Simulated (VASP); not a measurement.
Ta, 1 atom in the cell. The structure is cubic, space group Im-3m (No. 229). Conventional cell: a = 2.645 Å, b = 2.645 Å, c = 2.645 Å, α = 90.00°, β = 90.00°, γ = 90.00°. Within 3.0 Å of Ta (site symmetry m-3m) lie 14 Ta at 2.29 to 2.65 Å. 

| Item | Value |
| --- | --- |
| Program | VASP 6.6.1 |
| Task | relaxation of cell and atoms |
| Functional | PBE |
| Potentials or basis | VASP PAW PBE potentials, release 64 (Ta_pv) |
| Cutoff | 600 eV |
| k mesh | 20 × 20 × 20 |
| Occupations | fermi-dirac, width 0.08 eV |
| Spin | no spin polarisation |
| Target pressure | 480 GPa |
| Dipole correction | no |
| Further INCAR settings | ALGO = Normal; EDIFF = 1e-06; IBRION = 2; EDIFFG = -0.005; NSW = 32; ISIF = 3 |

Potentials or basis: VASP PAW PBE potentials, release 64 (Ta_pv).

The run is started by

```console
$ cat potpaw_PBE.64/Ta_pv/POTCAR > POTCAR
$ mpirun -np 1 vasp_std > vasp.out
```

Hardware: 1 thread of Intel(R) Xeon(R) 6975P-C (Granite Rapids), on a shared host.

**Question.** How long does it take, and how much memory?

**Answer.** Wall time 23 s on 1 thread of Intel(R) Xeon(R) 6975P-C (Granite Rapids), with other jobs on the host, peak memory 0.15 GiB. Counts: scf iterations 29, k points 256, ion steps 4.
